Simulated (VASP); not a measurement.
Here is a VASP 6.6.1 calculation.

POSCAR

```
CO2
1.0
   -1.9747270000      1.9747270000      3.0140580000
    1.9747270000     -1.9747270000      3.0140580000
    1.9747270000      1.9747270000     -3.0140580000
C O
2 4
Direct
    0.7500000000      0.2500000000      0.5000000000
    0.0000000000      0.0000000000      0.0000000000
    0.7097980000      0.1250000000      0.0847980000
    0.3750000000      0.2902020000      0.4152020000
    0.0402020000      0.6250000000      0.9152020000
    0.8750000000      0.9597980000      0.5847980000
```

File INCAR.step1:

```
  PREC = Accurate
  ENCUT = 660
  ISMEAR = 0
  SIGMA = 0.01
  LREAL = False
  LASPH = True
  NELM = 120
  NBANDS = 25
  GGA = PE
  ALGO = Normal
  EDIFF = 1E-5
  LWAVE = True
  LCHARG = False
  GGA_COMPAT = False
```

INCAR.step2

```
  PREC = Accurate
  ENCUT = 660
  EDIFF = 1E-6
  ISMEAR = 0
  SIGMA = 0.01
  LREAL = False
  LASPH = True
  NELM = 120
  ALGO = Normal
  ISIF = 2
  LWAVE = False
  LCHARG = True
  METAGGA = R2SCAN
  LMIXTAU = True
  IVDW = 12
  VDW_S6 = 1.0
  VDW_S8 = 0.78981345
  VDW_A1 = 0.49484001
  VDW_A2 = 5.73083694
  LELF = True
  LVHAR = True
  NBANDS = 25
  ISTART = 1
  GGA_COMPAT = False
```

Contents of KPOINTS:

```
regular mesh
0
Gamma
  6 6 6
```

Potentials or basis: VASP PAW PBE potentials, release 64 (C, O).

Command:

```console
$ cat potpaw_PBE.64/C/POTCAR potpaw_PBE.64/O/POTCAR > POTCAR
$ cp INCAR.step1 INCAR
$ mpirun -np 1 vasp_std > vasp.out
$ cp INCAR.step2 INCAR
$ mpirun -np 1 vasp_std > vasp.out
```

Task: What does it give for the band gap on the k mesh?

Result: 8.40 eV (least direct gap 8.83 eV).

Task: What does it give for the pressure?

Result: -7.6 GPa.

Task: Predict the largest force.

Result: 0.163 eV/Å.

Task: Predict the dispersion energy per atom.

Result: -0.048 eV.

Stress tensor (GPa, compression positive):
```
-7.08  0.00  0.00
 0.00 -7.08  0.00
 0.00  0.00 -8.63
```

Caveat: the cell stands under tension; the PAW data sets were made with another functional, which shifts forces and pressure a little. A k mesh can miss the band edges.
